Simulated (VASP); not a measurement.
Input of a VASP 6.6.1 run:

Contents of INCAR:

```
  ALGO = Normal
  EDIFF = 1E-7
  ENCUT = 520
  GGA = PE
  ISIF = 2
  ISMEAR = -1
  LASPH = True
  LCHARG = False
  LREAL = Auto
  LWAVE = False
  NBANDS = 74
  NELM = 80
  PREC = Accurate
  SIGMA = 0.05
```

KPOINTS

```
k-points
0
Gamma
  2 2 1
```

POSCAR

```
H5C10F
1.0
    5.0487420000      0.0000000000      0.0000000000
    0.0000000000      5.0487420000      0.0000000000
    0.0000000000      0.0000000000     15.8355610000
H C F
10 20 2
Direct
    0.4277897346      0.0000000000      0.0631490100
    0.0722160095      0.0000000000      0.0631490100
    0.9277954786      0.0000000000      0.0631490100
    0.5722217535      0.0000000000      0.0631490100
    0.4277897346      0.5000057440      0.0631490100
    0.0722160095      0.5000057440      0.0631490100
    0.9277954786      0.5000057440      0.0631490100
    0.5722217535      0.5000057440      0.0631490100
    0.2146871438      0.5101270772      0.3838891467
    0.8025959734      0.5239919172      0.3899577666
    0.2500028720      0.0000000000      0.1032296867
    0.7500086160      0.0000000000      0.1032296867
    0.2500028720      0.5000057440      0.1032296867
    0.7500086160      0.5000057440      0.1032296867
    0.2500028720      0.2500028720      0.1595901781
    0.7500086160      0.2500028720      0.1595901781
    0.2500028720      0.7500086160      0.1595901781
    0.7500086160      0.7500086160      0.1595901781
    0.0056845844      0.2511714799      0.2133931346
    0.5109787745      0.2590744387      0.2150413238
    0.0074672067      0.7317466410      0.2182303488
    0.5132565697      0.7665275825      0.2185271491
    0.0174102776      0.0077841173      0.2708650486
    0.5015308764      0.0240257870      0.2760432674
   -0.0157266899      0.4818229967      0.2722669566
    0.5097111320      0.4983023494      0.2717743944
    0.2529739091      0.1023027122      0.3234997484
    0.7602091769      0.0985790124      0.3205380599
    0.2483787050      0.4158263583      0.3204433364
    0.7526231287      0.4276312792      0.3288421547
    0.2430902589      0.9961293328      0.4053598101
    0.7314693442      0.9907220452      0.4004973363
```

Potentials or basis: VASP PAW PBE potentials, release 64 (H, C, F).

Run with:

```console
$ cat potpaw_PBE.64/H/POTCAR potpaw_PBE.64/C/POTCAR potpaw_PBE.64/F/POTCAR > POTCAR
$ mpirun -np 1 vasp_std > vasp.out
```

Task: Predict the band gap on the k mesh.

Result: 2.32 eV, direct.

Task: Predict the largest force.

Result: 8.999 eV/Å.

Forces in eV/Å, atoms in the order of the input:
```
H   -8.938 -0.086  0.124
H    8.926  0.044  0.056
H   -8.999  0.034  0.038
H    8.978 -0.096  0.069
H   -8.988 -0.008 -0.006
H    8.948  0.094  0.081
H   -8.944  0.098  0.104
H    8.913 -0.007  0.052
H    0.916 -0.554 -0.404
H   -1.090 -0.566 -0.114
C   -0.281 -0.021  1.256
C    0.150 -0.035  0.885
C    0.423  0.024  0.853
C   -0.317  0.020  1.040
C    1.158  0.814 -2.090
C    1.015 -0.325 -2.448
C    1.029 -0.342 -0.096
C    1.121  0.541 -0.333
C   -1.370 -0.955 -2.115
C   -1.662 -0.390 -2.164
C   -0.978  3.053  0.571
C   -2.064 -1.865  1.256
C   -2.245  1.137  0.861
C    1.808  0.545 -2.145
C    3.835 -0.073 -0.534
C   -1.374 -0.245  1.847
C    0.399 -1.016  0.379
C   -0.986 -0.501  1.779
C   -0.718  1.601  1.557
C    0.514 -0.566 -1.750
F   -0.093  0.160  0.167
F    0.914 -0.514  1.222
```

Caveat: the k points lie up to 0.62 Å⁻¹ apart.
